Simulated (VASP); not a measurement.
Crystal: Eu.

```
Eu
1.0
     3.57319    0.00000    0.00000
     0.00000    3.57319    0.00000
     0.00000    0.00000    3.57319
Eu
1
Direct
  0.00000 0.00000 0.00000
```

This isn't the form of Eu at room conditions, which is bcc.

| Property | Result |
| --- | --- |
| Program | VASP 6.6.1 |
| Task | relaxation of cell and atoms |
| Functional | PBE |
| Potentials or basis | VASP PAW PBE potentials, release 64 (Eu) |
| Cutoff | 600 eV |
| k mesh | 11 × 11 × 11 |
| Occupations | fermi-dirac, width 0.1 eV |
| Spin | collinear spin, ferromagnetic start |
| Starting moments | [7.0] μB |

At the start: pressure -0.6 GPa; volume 45.62 Å³/atom.

Where does the relaxation end?

Over 6 steps the energy falls by 6.9 meV/atom and the volume is 42.36 Å³/atom (-7.1 %); space group Pm-3m (No. 221, to 0.1 Å) before and after; moment 7.24 μB per cell.

The path:
| step | energy change (eV) | largest force (eV/Å) | pressure (GPa) | volume (Å³) |
| --- | --- | --- | --- | --- |
| 1 | 0.0000 | 0.0000 | -0.63 | 45.62 |
| 2 | -0.0039 | 0.0000 | -0.44 | 44.45 |
| 3 | -0.0069 | 0.0000 | 0.05 | 41.99 |
| 4 | -0.0069 | 0.0000 | 0.04 | 42.22 |
| 5 | -0.0065 | 0.0000 | -0.19 | 43.09 |
| 6 | -0.0069 | 0.0000 | -0.01 | 42.36 |

Final structure:
```yaml
crystal:
  lattice:
    - [3.48606, 0.00000, 0.00000]
    - [0.00000, 3.48606, 0.00000]
    - [0.00000, 0.00000, 3.48606]
  atoms:
    - { symbol: Eu, position: [0.00000, 0.00000, 0.00000] }
```

Caveat: semilocal functionals describe open f shells poorly, which spoils levels, moments and volumes.
